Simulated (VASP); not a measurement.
# NbRu2N3 (P4/mmm) in VASP: further runs

The runs below take NbRu2N3 through single point, relaxation of cell and atoms, with PBE.

Everything below comes from runs of VASP 6.6.1. Logs are shortened: lines on timing, memory, paths and dates and some standing lists are left out, and cuts for length are marked.

### Step 1. The cell of the first run

Symmetry: P4/mmm, No. 123, tetragonal system. The conventional cell has a = 3.929 Å, b = 3.929 Å, c = 5.034 Å, α = 90.00°, β = 90.00°, γ = 90.00°. Within 3.3 Å of Nb (site symmetry 4/mmm) lie 2 Ru at 2.52 Å and 12 N at 2.78 to 3.19 Å. Ru (site symmetry 4/mmm) has 6 N at 1.96 to 2.52 Å within 2.6 Å. Ru (site symmetry 4/mmm) has 4 N at 1.96 Å and 2 Nb at 2.52 Å within 2.6 Å. Within 2.6 Å of N (site symmetry mmm) lie 4 Ru at 1.96 Å. Within 3.3 Å of N (site symmetry 4/mmm) lie 2 Ru at 2.52 Å and 4 Nb at 2.78 Å and 8 N at 3.19 Å.

### Step 2. Single point, PBE, collinear spin, ferromagnetic start

INCAR reads:

```
ALGO = Normal
EDIFF = 1E-6
ENCUT = 520
GGA = PE
ISIF = 2
ISMEAR = 0
ISPIN = 2
LASPH = True
LCHARG = False
LMAXMIX = 4
LORBIT = 11
LREAL = False
LWAVE = False
MAGMOM = 0 1 1 0 0 0
NBANDS = 41
NELM = 150
PREC = Accurate
SIGMA = 0.1
```

KPOINTS reads:

```
k-points
0
Gamma
  4 4 4
```

POSCAR reads:

```
NbRu2N3
1.0
    3.9289326611      0.0000000000      0.0000000000
    0.0000000000      3.9289326611      0.0000000000
    0.0000000000      0.0000000000      5.0336187341
Nb Ru N
1 2 3
Direct
    0.5000000000      0.5000000000      0.5000000000
    0.0000000000      0.0000000000      0.0000000000
    0.5000000000      0.5000000000      0.0000000000
    0.0000000000      0.5000000000      0.0000000000
    0.5000000000      0.0000000000      0.0000000000
    0.0000000000      0.0000000000      0.5000000000
```

Potentials or basis: VASP PAW PBE potentials, release 64 (Nb_sv, Ru_pv, N).

Run with:

```sh
$ cat potpaw_PBE.64/Nb_sv/POTCAR potpaw_PBE.64/Ru_pv/POTCAR potpaw_PBE.64/N/POTCAR > POTCAR
$ mpirun -np 1 vasp_std > vasp.out
```

OUTCAR:

```text
EDIFF = 1E-6
   ENCUT = 520
   GGA = PE
   ISIF = 2
   ISMEAR = 0
   ISPIN = 2
   LASPH = True
   LORBIT = 11
   LREAL = False
   NELM = 150
   PREC = Accurate

 ion  position               nearest neighbor table
   1  0.500  0.500  0.500-   3 2.52   3 2.52
   2  0.000  0.000  0.000-   4 1.96   5 1.96   4 1.96   5 1.96   6 2.52   6 2.52   3 2.78   3 2.78
                             3 2.78   3 2.78
   3  0.500  0.500  0.000-   4 1.96   5 1.96   5 1.96   4 1.96   1 2.52   1 2.52   2 2.78   2 2.78
                             2 2.78   2 2.78
   4  0.000  0.500  0.000-   2 1.96   3 1.96   2 1.96   3 1.96
   5  0.500  0.000  0.000-   2 1.96   3 1.96   3 1.96   2 1.96
   6  0.000  0.000  0.500-   2 2.52   2 2.52

  LATTYP: Found a simple tetragonal cell.
 ALAT       =     3.9289326611
 C/A-ratio  =     1.2811669653

  Lattice vectors:

 A1 = (   3.9289326611,   0.0000000000,   0.0000000000)
 A2 = (   0.0000000000,   3.9289326611,   0.0000000000)
 A3 = (   0.0000000000,   0.0000000000,   5.0336187341)

Analysis of symmetry for initial positions (statically):
=====================================================================
 Subroutine PRICEL returns:
 Original cell was already a primitive cell.

 Routine SETGRP: Setting up the symmetry group for a
 simple tetragonal supercell.

 Subroutine GETGRP returns: Found 16 space group operations
 (whereof 16 operations were pure point group operations)
 out of a pool of 16 trial point group operations.

The static configuration has the point symmetry D_4h.

Analysis of symmetry for dynamics (positions and initial velocities):
=====================================================================
 Subroutine PRICEL returns:
 Original cell was already a primitive cell.

 Routine SETGRP: Setting up the symmetry group for a
 simple tetragonal supercell.

 Subroutine GETGRP returns: Found 16 space group operations
 (whereof 16 operations were pure point group operations)
 out of a pool of 16 trial point group operations.

The dynamic configuration has the point symmetry D_4h.

Analysis of structural, dynamic, and magnetic symmetry:
=====================================================================
 Subroutine PRICEL returns:
 Original cell was already a primitive cell.

 Routine SETGRP: Setting up the symmetry group for a
 simple tetragonal supercell.

 Subroutine GETGRP returns: Found 16 space group operations
 (whereof 16 operations were pure point group operations)
 out of a pool of 16 trial point group operations.

The overall configuration has the point symmetry D_4h.

 Subroutine INISYM returns: Found 16 space group operations
 (whereof 16 operations are pure point group operations),
 and found     1 'primitive' translations

----------------------------------------------------------------------------------------

                                     Primitive cell

  volume of cell :      77.7015

  direct lattice vectors                    reciprocal lattice vectors
     3.928932661  0.000000000  0.000000000     0.254522051  0.000000000  0.000000000
     0.000000000  3.928932661  0.000000000     0.000000000  0.254522051  0.000000000
     0.000000000  0.000000000  5.033618734     0.000000000  0.000000000  0.198664232

  length of vectors
     3.928932661  3.928932661  5.033618734     0.254522051  0.254522051  0.198664232

  position of ions in fractional coordinates (direct lattice)
     0.500000000  0.500000000  0.500000000
     0.000000000  0.000000000  0.000000000
     0.500000000  0.500000000  0.000000000
     0.000000000  0.500000000  0.000000000
     0.500000000  0.000000000  0.000000000
     0.000000000  0.000000000  0.500000000

  ion indices of the primitive-cell ions
   primitive index   ion index
                 1           1
                 2           2
                 3           3
                 4           4
                 5           5
                 6           6

----------------------------------------------------------------------------------------

 KPOINTS: k-points

Automatic generation of k-mesh.
 Grid dimensions read from file:
 generate k-points for:    4    4    4

 Generating k-lattice:

  Cartesian coordinates                     Fractional coordinates (reciprocal lattice)
     0.063630513  0.000000000  0.000000000     0.250000000  0.000000000  0.000000000
     0.000000000  0.063630513  0.000000000     0.000000000  0.250000000  0.000000000
     0.000000000  0.000000000  0.049666058     0.000000000  0.000000000  0.250000000

  Length of vectors
     0.063630513  0.063630513  0.049666058

  Shift w.r.t. Gamma in fractional coordinates (k-lattice)
     0.000000000  0.000000000  0.000000000

 Subroutine IBZKPT returns following result:
 ===========================================

 Found     18 irreducible k-points:

 Following reciprocal coordinates:
            Coordinates               Weight
  0.000000  0.000000  0.000000      1.000000
  0.250000  0.000000  0.000000      4.000000
  0.500000  0.000000  0.000000      2.000000
  0.250000  0.250000  0.000000      4.000000
  0.500000  0.250000  0.000000      4.000000
  0.500000  0.500000  0.000000      1.000000
[... 10 lines left out ...]
  0.500000  0.250000  0.500000      4.000000
  0.500000  0.500000  0.500000      1.000000
   k-points           NKPTS =     18   k-points in BZ     NKDIM =     18   number of bands    NBANDS=     41
   number of dos      NEDOS =    301   number of ions     NIONS =      6
   total plane-waves  NPLWV =  36000
   dimension x,y,z NGX =    30 NGY =   30 NGZ =   40
   dimension x,y,z NGXF=    60 NGYF=   60 NGZF=   80
   ions per type =               1   2   3
   NGX,Y,Z   is equivalent  to a cutoff of  12.69, 12.69, 13.21 a.u.
   NGXF,Y,Z  is equivalent  to a cutoff of  25.39, 25.39, 26.42 a.u.
 SYSTEM =  unknown system
   PREC   = accura    normal or accurate (medium, high low for compatibility)
   ISTART =      0    job   : 0-new  1-cont  2-samecut
   ICHARG =      2    charge: 1-file 2-atom 10-const
   ISPIN  =      2    spin polarized calculation?
   LNONCOLLINEAR =      F non collinear calculations
   LSORBIT =      F    spin-orbit coupling
   LASPH  =      T    aspherical Exc in radial PAW
   ENCUT  =  520.0 eV  38.22 Ry    6.18 a.u.   7.31  7.31  9.36*2*pi/ulx,y,z
   NELM   =    150;   NELMIN=  2; NELMDL= -5     # of ELM steps
   EDIFF  = 0.1E-05   stopping-criterion for ELM
   LREAL  =      F    real-space projection
   EDIFFG = 0.1E-04   stopping-criterion for IOM
   NSW    =      0    number of steps for IOM
   IBRION =     -1    ionic relax: 0-MD 1-quasi-New 2-CG
   NFREE  =      0    steps in history (QN), initial steepest desc. (CG)
   ISIF   =      2    stress and relaxation
   ISYM   =      2    0-nonsym 1-usesym 2-fastsym
   POTIM  = 0.5000    time-step for ionic-motion
   TEBEG  =    0.0;   TEEND  =   0.0 temperature during run
   PSTRESS=    0.0 pullay stress
   NELECT =      56.0000    total number of electrons
   NUPDOWN=      -1.0000    fix difference up-down
   EMIN   =  10.00;   EMAX   =-10.00  energy-range for DOS
   EFERMI =   0.00;   METHOD = LEGACY
   ISMEAR =     0;   SIGMA  =   0.10  broadening in eV -4-tet -1-fermi 0-gaus
   EFERMI_NEDOS =   21; number of points for ismear=-14 and -15
   IALGO  =     38    algorithm
   IMIX   =      4    mixing-type and parameters
     AMIX     =   0.40;   BMIX     =  1.00
     AMIX_MAG =   1.60;   BMIX_MAG =  1.00
  volume/ion in A,a.u.               =      12.95        87.39
  Fermi-wavevector in a.u.,A,eV,Ry     =   1.467780  2.773702 29.312100  2.154379
  Thomas-Fermi vector in A             =   2.583357
   LORBIT       =     11    0 simple, 1 ext, 2 COOP (PROOUT), +10 PAW based schemes
   GGA     = PE    functional components
   LHFCALC =     F    Hartree Fock is set to
   AEXX    =    0.0000 exact exchange contribution
   IVDW    =     0    specifies the selected vdW correction
   LEPSILON=     F    determine dielectric tensor
   LRPA    =     F    only Hartree local field effects (RPA)
 spin polarized calculation
 Gauss-broadening in eV      SIGMA  =   0.10
  energy-cutoff  :      520.00
  volume of cell :       77.70
 maximum number of plane-waves:      2114
 NGX is ok and might be reduce to    30
   NGX = 15   NGY = 15   NGZ = 19

 number of electron      55.9999992 magnetization      -0.0088775

 number of electron      55.9999992 magnetization       0.0341323

 Free energy of the ion-electron system (eV)
  ---------------------------------------------------
  ext. energy  EPLUGINS =         0.00000000
  ---------------------------------------------------
  free energy    TOTEN  =       -46.80547979 eV

  energy without entropy =      -46.77095373  energy(sigma->0) =      -46.78821676

 E-fermi :   8.7633     XC(G=0): -12.0084

 val. band max:        8.7613910485   @ k =   0.2500   0.2500   0.5000
 cond. band min:       8.7685380324   @ k =   0.5000   0.2500   0.5000
 fundamental gap:      0.0071469838
 Fermi energy:         8.7633083241

 spin component 1

 k-point     1 :       0.0000    0.0000    0.0000
  band No.  band energies     occupation
      1     -47.5529      1.00000
      2     -35.4854      1.00000
      3     -35.4854      1.00000
      4     -35.0588      1.00000
      5     -35.0588      1.00000
      6     -34.9226      1.00000
[... 32 lines left out ...]
     39      16.4263      0.00000
     40      17.8478      0.00000

 k-point     2 :       0.2500    0.0000    0.0000
  band No.  band energies     occupation
      1     -47.5522      1.00000
      2     -35.4417      1.00000
      3     -35.4334      1.00000
      4     -35.1213      1.00000
      5     -35.1126      1.00000
      6     -34.9203      1.00000
[... 677 lines left out ...]
     39      16.0606      0.00000
     40      17.2014      0.00000

 k-point    18 :       0.5000    0.5000    0.5000
  band No.  band energies     occupation
      1     -47.5546      1.00000
      2     -35.5714      1.00000
      3     -35.5714      1.00000
      4     -34.9984      1.00000
      5     -34.9984      1.00000
      6     -34.8774      1.00000
[... 32 lines left out ...]
     39      16.6790      0.00000
     40      17.4086      0.00000
 Fermi energy:         8.7633083241

 spin component 2

 k-point     1 :       0.0000    0.0000    0.0000
  band No.  band energies     occupation
      1     -47.5621      1.00000
      2     -35.5060      1.00000
      3     -35.5060      1.00000
      4     -35.0087      1.00000
      5     -35.0087      1.00000
      6     -34.9423      1.00000
[... 32 lines left out ...]
     39      16.4291      0.00000
     40      17.8872      0.00000

 k-point     2 :       0.2500    0.0000    0.0000
  band No.  band energies     occupation
      1     -47.5614      1.00000
      2     -35.4716      1.00000
      3     -35.4634      1.00000
      4     -35.0619      1.00000
      5     -35.0532      1.00000
      6     -34.9402      1.00000
[... 677 lines left out ...]
     39      16.0586      0.00000
     40      17.2051      0.00000

 k-point    18 :       0.5000    0.5000    0.5000
  band No.  band energies     occupation
      1     -47.5638      1.00000
      2     -35.5839      1.00000
      3     -35.5839      1.00000
      4     -34.9565      1.00000
      5     -34.9565      1.00000
      6     -34.8976      1.00000
[... 32 lines left out ...]
     39      16.6860      0.00000
     40      17.4038      0.00000
 [bands above 40 left out]

------------------------ aborting loop because EDIFF is reached ----------------------------------------

  FORCE on cell =-STRESS in cart. coord.  units (eV):
  Direction    XX          YY          ZZ          XY          YZ          ZX
  --------------------------------------------------------------------------------------
  -------------------------------------------------------------------------------------
  Total       -0.0384992     -0.0384992     -0.0956879      0.0000000      0.0000000      0.0000000
  in kB       -0.7938390     -0.7938390     -1.9730498      0.0000000      0.0000000      0.0000000
  external PRESSURE =      -1.1869093 kB  Pullay stress =       0.0000000 kB

 VOLUME and BASIS-vectors are now :
 -----------------------------------------------------------------------------
  energy-cutoff  :      520.00
  volume of cell :       77.70
      direct lattice vectors                 reciprocal lattice vectors
     3.928932661  0.000000000  0.000000000     0.254522051  0.000000000  0.000000000
     0.000000000  3.928932661  0.000000000     0.000000000  0.254522051  0.000000000
     0.000000000  0.000000000  5.033618734     0.000000000  0.000000000  0.198664232

 POSITION                                       TOTAL-FORCE (eV/Angst)
 -----------------------------------------------------------------------------------
      1.96447      1.96447      2.51681         0.000000      0.000000      0.000000
      0.00000      0.00000      0.00000         0.000000      0.000000      0.000000
      1.96447      1.96447      0.00000         0.000000      0.000000      0.000000
      0.00000      1.96447      0.00000         0.000000      0.000000      0.000000
      1.96447      0.00000      0.00000         0.000000      0.000000      0.000000
      0.00000      0.00000      2.51681         0.000000      0.000000      0.000000
 -----------------------------------------------------------------------------------
    total drift:                                0.000000      0.000000      0.000000

  FREE ENERGIE OF THE ION-ELECTRON SYSTEM (eV)
  ---------------------------------------------------
  free  energy   TOTEN  =       -46.8054797912 eV

  energy  without entropy=      -46.7709537298  energy(sigma->0) =      -46.78821676

 total charge

# of ion       s       p       d       tot
------------------------------------------
    1        2.142   5.950   2.304  10.397
    2        0.333   6.347   5.993  12.672
    3        0.429   6.399   6.164  12.992
    4        1.265   2.467   0.000   3.732
    5        1.265   2.467   0.000   3.732
    6        1.290   2.120   0.000   3.410
--------------------------------------------------
tot          6.724  25.750  14.461  46.936

 magnetization (x)

# of ion       s       p       d       tot
------------------------------------------
    1       -0.000   0.000  -0.013  -0.013
    2        0.000  -0.002   0.093   0.092
    3        0.002   0.001  -0.057  -0.053
    4        0.000   0.004   0.000   0.004
    5        0.000   0.004   0.000   0.004
    6        0.000  -0.001   0.000  -0.001
--------------------------------------------------
tot          0.002   0.006   0.024   0.032
```

Run time: 3.6 min. Hardware: 1 thread of Intel Xeon Platinum 8375C at 2.90GHz (Ice Lake), shared host; peak memory 0.26 GiB.

What came out:

```yaml
Free_energy: -46.8055 eV
Pressure: -0.1 GPa
Band_gap_on_the_k_mesh: zero (filled and empty bands overlap)
Net_moment: 0.03 μB per cell
Site_moments: Nb -0.01; Ru +0.09, -0.05; N +0.00, -0.00 μB
Valence_electrons_inside_the_program's_atomic_spheres: Nb 10.40; Ru 12.67, 12.99; N 3.73, 3.41
```

Caveat: the k points lie up to 0.40 Å⁻¹ apart.

### Step 3. Relaxation of cell and atoms, PBE, collinear spin, ferromagnetic start

This run uses another cell than the first one, of 12.30 Å³/atom, 0.950 times its volume.

INCAR reads:

```
PREC     = Accurate       # precision mode
ENCUT    = 600            # plane-wave cutoff, eV
EDIFF    = 1E-6           # SCF threshold, eV
ISMEAR   = 0              # smearing method
SIGMA    = 0.1            # smearing width, eV
LREAL    = False          # projectors in reciprocal space
LASPH    = True           # aspherical terms in the spheres
NELM     = 150            # most SCF steps
ALGO     = Normal         # electronic algorithm
ISIF     = 3              # what is computed and relaxed
LWAVE    = False          # write WAVECAR
LCHARG   = False          # write CHGCAR
ISPIN    = 2              # spin polarisation
MAGMOM   = 0 1 1 0 0 0    # initial moments
LORBIT   = 11             # projections on sites
LMAXMIX  = 4              # l up to which the mixer works
GGA      = PE             # functional
IBRION   = 2              # ionic algorithm
NSW      = 90             # ionic steps
EDIFFG   = -0.04          # ionic threshold
```

KPOINTS reads:

```
Automatic mesh
0
Gamma
  4 4 4
```

POSCAR: that of step 2 with these lines changed.

```diff
@@ -2,5 +2,5 @@
 1.0
-    3.9289326611      0.0000000000      0.0000000000
-    0.0000000000      3.9289326611      0.0000000000
-    0.0000000000      0.0000000000      5.0336187341
+    4.2924093200      0.0000000000      0.0000000000
+    0.0000000000      4.2924093200      0.0000000000
+    0.0000000000      0.0000000000      4.0058456500
 Nb Ru N
```

Potentials or basis: VASP PAW PBE potentials, release 64 (Nb_sv, Ru_pv, N).

Run with:

```sh
$ cat potpaw_PBE.64/Nb_sv/POTCAR potpaw_PBE.64/Ru_pv/POTCAR potpaw_PBE.64/N/POTCAR > POTCAR
$ mpirun -np 1 vasp_std > vasp.out
```

It took 17 min on 1 thread of AMD EPYC 9R14 (Zen 4), shared host; peak memory 0.26 GiB.

It converged, with:

```yaml
Free_energy: -46.7820 eV
Relaxed_volume: 12.89 Å³/atom
Relaxed_cell: a = 3.930 Å, b = 3.930 Å, c = 5.006 Å, α = 90.00°, β = 90.00°, γ = 90.00°
Space_group_after_relaxing_to_0.05_Å: P4/mmm (No. 123)
Energy_gained_by_relaxing: 706.4 meV/atom
Ionic_steps: 8
Pressure_after_relaxing: 0.0 GPa
Band_gap_on_the_k_mesh: zero (filled and empty bands overlap)
Net_moment: 0.00 μB per cell
Valence_electrons_inside_the_program's_atomic_spheres: Nb 10.41; Ru 12.67, 13.00; N 3.71, 3.40
```

The path:
```tsv
step	energy change (eV)	largest force (eV/Å)	pressure (GPa)	volume (Å³)
1	0.0000	0.0000	18.57	73.81
2	-3.4947	0.0000	-21.10	87.25
3	-3.4573	0.0000	-19.02	84.54
4	-2.2181	0.0000	49.69	69.03
5	-4.2334	0.0000	-2.16	78.06
6	-4.2369	0.0000	-0.99	77.75
7	-4.2371	0.0000	-0.49	77.61
8	-4.2385	0.0000	0.00	77.31
```

Final structure:
```xyz
6
Lattice="3.9299 0.0000 0.0000 0.0000 3.9299 0.0000 0.0000 0.0000 5.0059" Properties=species:S:1:pos:R:3 pbc="T T T"
Nb    1.9649    1.9649    2.5029
Ru    3.9299    0.0000    5.0059
Ru    1.9649    1.9649    0.0000
N     3.9299    1.9649    0.0000
N     1.9649    0.0000    5.0059
N     3.9299    0.0000    2.5029
```

Levels at points of the mesh, in eV from the Fermi level:
Spin up:
```csv
k point,band 26,band 27,band 28,band 29,band 30,band 31
"(0.00, 0.00, 0.00)",-1.52,-1.20,-1.20,-1.01,-0.88,-0.75
"(0.50, 0.00, 0.00)",-0.61,-0.03,0.03,0.20,0.71,0.92
"(0.50, 0.50, 0.00)",-0.82,0.34,0.78,0.99,1.15,1.18
"(0.00, 0.00, 0.50)",-1.77,-1.65,-0.40,-0.40,-0.21,-0.20
"(0.50, 0.00, 0.50)",-0.23,-0.15,-0.02,0.01,0.39,0.42
"(0.50, 0.50, 0.50)",-0.70,-0.70,-0.68,0.08,0.65,0.65
```
Spin down:
| k point | band 24 | band 25 | band 26 | band 27 | band 28 | band 29 | band 30 | band 31 | band 32 | band 33 |
| --- | --- | --- | --- | --- | --- | --- | --- | --- | --- | --- |
| (0.00, 0.00, 0.00) | -1.67 | -1.52 | -1.52 | -1.20 | -1.20 | -1.01 | -0.88 | -0.75 | 0.38 | 0.55 |
| (0.50, 0.00, 0.00) | -2.20 | -1.52 | -0.61 | -0.03 | 0.03 | 0.20 | 0.71 | 0.92 | 1.69 | 1.77 |
| (0.50, 0.50, 0.00) | -1.44 | -1.44 | -0.82 | 0.33 | 0.78 | 0.99 | 1.15 | 1.17 | 1.17 | 1.90 |
| (0.00, 0.00, 0.50) | -2.23 | -1.77 | -1.77 | -1.65 | -0.40 | -0.40 | -0.21 | -0.20 | 0.16 | 0.16 |
| (0.50, 0.00, 0.50) | -2.36 | -1.21 | -0.23 | -0.15 | -0.02 | 0.01 | 0.39 | 0.42 | 0.54 | 1.33 |
| (0.50, 0.50, 0.50) | -0.81 | -0.81 | -0.70 | -0.70 | -0.68 | 0.08 | 0.65 | 0.65 | 0.94 | 1.78 |

Caveat: the k points lie up to 0.40 Å⁻¹ apart in the final cell.
